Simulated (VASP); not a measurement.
# In (P-1) in VASP: notebook

The runs below take In through single point, with PBE.

All numbers are computed with VASP 6.6.1; they aren't measurements. Logs are shortened: lines on timing, memory, paths and dates and some standing lists are left out, and cuts for length are marked.

## Step 1: The cell of the first run

The typed cell holds 1 atom: a = 3.332 Å, b = 3.399 Å, c = 3.393 Å, α = 121.67°, β = 122.84°, γ = 86.30°.

## Step 2: Single point, PBE

INCAR reads:

```
  ALGO = Fast
  EDIFF = 1E-7
  ENCUT = 520
  GGA = PE
  ISIF = 2
  ISMEAR = 0
  LASPH = True
  LCHARG = False
  LREAL = False
  LWAVE = False
  NBANDS = 12
  NELM = 80
  PREC = Accurate
  SIGMA = 0.05
```

KPOINTS reads:

```
k-points
0
Gamma
  14 13 16
```

POSCAR reads:

```
In
1.0
   -1.6429890000      1.5767760000      2.4320890000
    1.6580180000     -1.6317970000      2.4781180000
    1.6519890000      1.6407960000     -2.4682430000
In
1
Direct
   -0.0085280000      0.0031470000     -0.0000280000
```

Potentials or basis: VASP PAW PBE potentials, release 64 (In_d).

The run is started by

```bash
$ cat potpaw_PBE.64/In_d/POTCAR > POTCAR
$ mpirun -np 1 vasp_std > vasp.out
```

OUTCAR:

```text
EDIFF = 1E-7
   ENCUT = 520
   GGA = PE
   ISIF = 2
   ISMEAR = 0
   LASPH = True
   LREAL = False
   NELM = 80
   PREC = Accurate

 ion  position               nearest neighbor table
   1  0.991  0.003  1.000-

  LATTYP: Found a triclinic cell.
 ALAT       =     3.3551184093
 B/A-ratio  =     0.9865624874
 C/A-ratio  =     0.9590682975
 COS(alpha) =     0.0054819309
 COS(beta)  =     0.4658238483
 COS(gamma) =     0.5003104833

  Lattice vectors:

 A1 = (   1.6670180000,   1.5857750000,   2.4419640000)
 A2 = (   3.3100070000,   0.0089990000,   0.0098750000)
 A3 = (   0.0090000000,   3.2175720000,  -0.0361540000)

Analysis of symmetry for initial positions (statically):
=====================================================================
 Subroutine PRICEL returns:
 Original cell was already a primitive cell.

 Routine SETGRP: Setting up the symmetry group for a
 triclinic supercell.

 Subroutine GETGRP returns: Found  2 space group operations
 (whereof  1 operations were pure point group operations)
 out of a pool of  2 trial point group operations.

The static configuration has the point symmetry C_1 .
 The point group associated with its full space group is S_2 .

Analysis of symmetry for dynamics (positions and initial velocities):
=====================================================================
 Subroutine PRICEL returns:
 Original cell was already a primitive cell.

 Routine SETGRP: Setting up the symmetry group for a
 triclinic supercell.

 Subroutine GETGRP returns: Found  2 space group operations
 (whereof  1 operations were pure point group operations)
 out of a pool of  2 trial point group operations.

The dynamic configuration has the point symmetry C_1 .
 The point group associated with its full space group is S_2 .

 Subroutine INISYM returns: Found  2 space group operations
 (whereof  1 operations are pure point group operations),
 and found     1 'primitive' translations

----------------------------------------------------------------------------------------

                                     Primitive cell

  volume of cell :      26.1436

  direct lattice vectors                    reciprocal lattice vectors
    -1.642989000  1.576776000  2.432089000    -0.001469370  0.313125323  0.207170604
[... 90 lines left out ...]
   ISIF   =      2    stress and relaxation
   ISYM   =      2    0-nonsym 1-usesym 2-fastsym
   POTIM  = 0.5000    time-step for ionic-motion
   TEBEG  =    0.0;   TEEND  =   0.0 temperature during run
   PSTRESS=    0.0 pullay stress
   NELECT =      13.0000    total number of electrons
   NUPDOWN=      -1.0000    fix difference up-down
   EMIN   =  10.00;   EMAX   =-10.00  energy-range for DOS
   EFERMI =   0.00;   METHOD = LEGACY
   ISMEAR =     0;   SIGMA  =   0.05  broadening in eV -4-tet -1-fermi 0-gaus
   EFERMI_NEDOS =   21; number of points for ismear=-14 and -15
   IALGO  =     68    algorithm
   IMIX   =      4    mixing-type and parameters
     AMIX     =   0.40;   BMIX     =  1.00
     AMIX_MAG =   1.60;   BMIX_MAG =  1.00
  volume/ion in A,a.u.               =      26.14       176.43
  Fermi-wavevector in a.u.,A,eV,Ry     =   1.296983  2.450943 22.887244  1.682165
  Thomas-Fermi vector in A             =   2.428405
   LORBIT       =      0    0 simple, 1 ext, 2 COOP (PROOUT), +10 PAW based schemes
   GGA     = PE    functional components
   LHFCALC =     F    Hartree Fock is set to
   AEXX    =    0.0000 exact exchange contribution
   IVDW    =     0    specifies the selected vdW correction
   LEPSILON=     F    determine dielectric tensor
   LRPA    =     F    only Hartree local field effects (RPA)
 non-spin polarized calculation
 RMM-DIIS sequential band-by-band and
 Gauss-broadening in eV      SIGMA  =   0.05
  energy-cutoff  :      520.00
  volume of cell :       26.14
 maximum number of plane-waves:       717
 NGX is ok and might be reduce to    28
   NGX = 13   NGY = 13   NGZ = 13

 number of electron      13.0000001 magnetization

 Free energy of the ion-electron system (eV)
  ---------------------------------------------------
  ext. energy  EPLUGINS =         0.00000000
  ---------------------------------------------------
  free energy    TOTEN  =        -2.54958442 eV

  energy without entropy =       -2.54889800  energy(sigma->0) =       -2.54924121

 E-fermi :   7.5695     XC(G=0): -10.2562

 val. band max:        7.5686506095   @ k =  -0.4286  -0.3846   0.3750
 cond. band min:       7.5699560888   @ k =   0.4286   0.0000   0.3125
 fundamental gap:      0.0013054793
 Fermi energy:         7.5695352752

 k-point     1 :       0.0000    0.0000    0.0000
  band No.  band energies     occupation
      1      -7.1725      2.00000
      2      -7.0988      2.00000
      3      -7.0587      2.00000
      4      -6.9801      2.00000
      5      -6.8928      2.00000
      6      -2.0197      2.00000
      7      17.6440      0.00000
      8      18.0304      0.00000
      9      18.4324      0.00000
     10      19.4058      0.00000
     11      21.1721      0.00000
     12      21.3746      0.00000
[... 331 lines left out ...]
 k-point    24 :       0.0714    0.1538    0.0000
  band No.  band energies     occupation
      1      -7.1530      2.00000
      2      -7.0879      2.00000
      3      -7.0213      2.00000
      4      -6.9692      2.00000
      5      -6.8866      2.00000
      6      -1.2399      2.00000
      7      12.8604      0.00000
      8      16.1398      0.00000
      9      17.8305      0.00000
     10      19.3323      0.00000
     11      20.3666      0.00000
     12      22.0655      0.00000

 [... further k-points ...]

------------------------ aborting loop because EDIFF is reached ----------------------------------------

  FORCE on cell =-STRESS in cart. coord.  units (eV):
  Direction    XX          YY          ZZ          XY          YZ          ZX
  --------------------------------------------------------------------------------------
  -------------------------------------------------------------------------------------
  Total        0.2764034      0.4086818      0.2831011     -0.0223826     -0.0113719     -0.0017830
  in kB       16.9390489     25.0455705     17.3495079     -1.3716906     -0.6969150     -0.1092684
  external PRESSURE =      19.7780424 kB  Pullay stress =       0.0000000 kB

 VOLUME and BASIS-vectors are now :
 -----------------------------------------------------------------------------
  energy-cutoff  :      520.00
  volume of cell :       26.14
      direct lattice vectors                 reciprocal lattice vectors
    -1.642989000  1.576776000  2.432089000    -0.001469370  0.313125323  0.207170604
     1.658018000 -1.631797000  2.478118000     0.301505382  0.001434839  0.202750642
     1.651989000  1.640796000 -2.468243000     0.301263804  0.309979347  0.002551355

 POSITION                                       TOTAL-FORCE (eV/Angst)
 -----------------------------------------------------------------------------------
      0.02818      3.19894     -0.04903         0.000000      0.000000      0.000000
 -----------------------------------------------------------------------------------
    total drift:                                0.000011     -0.000006      0.000020

  FREE ENERGIE OF THE ION-ELECTRON SYSTEM (eV)
  ---------------------------------------------------
  free  energy   TOTEN  =        -2.5495844157 eV

  energy  without entropy=       -2.5488979957  energy(sigma->0) =       -2.54924121
```

stdout:

```text
POSCAR found type information on POSCAR In
 POSCAR found :  1 types and       1 ions
 scaLAPACK will be used
 LDA part: xc-table for (Slater+PW92), standard interpolation
 POSCAR, INCAR and KPOINTS ok, starting setup
 FFT: planning ... GRIDC
 FFT: planning ... GRID_SOFT
 FFT: planning ... GRID
 WAVECAR not read
[... 14 lines left out ...]
WARNING in EDDRMM: call to ZHEGV failed, returncode =   8  4     11
WARNING in EDDRMM: call to ZHEGV failed, returncode =   8  4     10
WARNING in EDDRMM: call to ZHEGV failed, returncode =   8  4     12
WARNING in EDDRMM: call to ZHEGV failed, returncode =   6  3     11
WARNING in EDDRMM: call to ZHEGV failed, returncode =   8  4     11
WARNING in EDDRMM: call to ZHEGV failed, returncode =   8  4     10
WARNING in EDDRMM: call to ZHEGV failed, returncode =   8  4     11
WARNING in EDDRMM: call to ZHEGV failed, returncode =   8  4     11
WARNING in EDDRMM: call to ZHEGV failed, returncode =   8  4     12
WARNING in EDDRMM: call to ZHEGV failed, returncode =   8  4     11
```

Wall time 4.3 min (1 thread of Intel Xeon 6975P-C (Granite Rapids), shared host); peak memory 0.52 GiB.

Results:

| Property | Result |
| --- | --- |
| Free energy | -2.5496 eV |
| Pressure | 2.0 GPa |
| Band gap on the k mesh | zero (an odd number of electrons rules out a gap without spin polarisation) |

Stress tensor (GPa, compression positive):
```
 1.69 -0.14 -0.01
-0.14  2.50 -0.07
-0.01 -0.07  1.73
```

Caveat: spin-orbit coupling is left out, which moves the levels of the heavy elements.

## Step 3: Single point, PBE

INCAR reads:

```
ALGO     = Fast           # electronic algorithm
EDIFF    = 1E-6           # SCF threshold, eV
ENCUT    = 520            # plane-wave cutoff, eV
GGA      = PE             # functional
ISIF     = 2              # what is computed and relaxed
ISMEAR   = 0              # smearing method
LASPH    = T              # aspherical terms in the spheres
LCHARG   = T              # write CHGCAR
LELF     = T              # ELF
LREAL    = F              # projectors in reciprocal space
LVHAR    = T            
LWAVE    = F              # write WAVECAR
NBANDS   = 12             # bands
NELM     = 100            # most SCF steps
PREC     = Accurate       # precision mode
SIGMA    = 0.05           # smearing width, eV
```

KPOINTS reads:

```
k-points
0
Gamma
  16 16 19
```

POSCAR is that of step 2.

Potentials or basis: VASP PAW PBE potentials, release 64 (In_d).

The run is started by

```bash
$ cat potpaw_PBE.64/In_d/POTCAR > POTCAR
$ mpirun -np 1 vasp_std > vasp.out
```

OUTCAR:

```text
EDIFF = 1E-6
   ENCUT = 520
   GGA = PE
   ISIF = 2
   ISMEAR = 0
   LASPH = T
   LREAL = F
   NELM = 100
   PREC = Accurate

 ion  position               nearest neighbor table
   1  0.991  0.003  1.000-

  LATTYP: Found a triclinic cell.
 ALAT       =     3.3551184093
 B/A-ratio  =     0.9865624874
 C/A-ratio  =     0.9590682975
 COS(alpha) =     0.0054819309
 COS(beta)  =     0.4658238483
 COS(gamma) =     0.5003104833

  Lattice vectors:

[... 543 lines left out ...]
     10      18.3623      0.00000
     11      21.7339      0.00000
     12      22.7058      0.00000

 [... further k-points ...]

------------------------ aborting loop because EDIFF is reached ----------------------------------------

  FORCE on cell =-STRESS in cart. coord.  units (eV):
  Direction    XX          YY          ZZ          XY          YZ          ZX
  --------------------------------------------------------------------------------------
  -------------------------------------------------------------------------------------
  Total        0.2647574      0.4044874      0.2790500      0.0176251      0.0242643     -0.0481126
  in kB       16.2253344     24.7885214     17.1012417      1.0801356      1.4870052     -2.9485201
  external PRESSURE =      19.3716992 kB  Pullay stress =       0.0000000 kB

 VOLUME and BASIS-vectors are now :
 -----------------------------------------------------------------------------
  energy-cutoff  :      520.00
  volume of cell :       26.14
      direct lattice vectors                 reciprocal lattice vectors
    -1.642989000  1.576776000  2.432089000    -0.001469370  0.313125323  0.207170604
     1.658018000 -1.631797000  2.478118000     0.301505382  0.001434839  0.202750642
     1.651989000  1.640796000 -2.468243000     0.301263804  0.309979347  0.002551355

 POSITION                                       TOTAL-FORCE (eV/Angst)
 -----------------------------------------------------------------------------------
      0.02818      3.19894     -0.04903         0.000000      0.000000     -0.000000
 -----------------------------------------------------------------------------------
    total drift:                                0.000011     -0.000006      0.000020

  FREE ENERGIE OF THE ION-ELECTRON SYSTEM (eV)
  ---------------------------------------------------
  free  energy   TOTEN  =        -2.5503825629 eV

  energy  without entropy=       -2.5498380335  energy(sigma->0) =       -2.55011030
```

Run time: 6.9 min. Hardware: 1 thread of Intel Xeon 6975P-C (Granite Rapids), shared host; peak memory 0.78 GiB.

What came out:

| Property | Result |
| --- | --- |
| Free energy | -2.5504 eV |
| Pressure | 1.9 GPa |
| Band gap on the k mesh | zero (an odd number of electrons rules out a gap without spin polarisation) |

Caveat: spin-orbit coupling is left out, which moves the levels of the heavy elements.
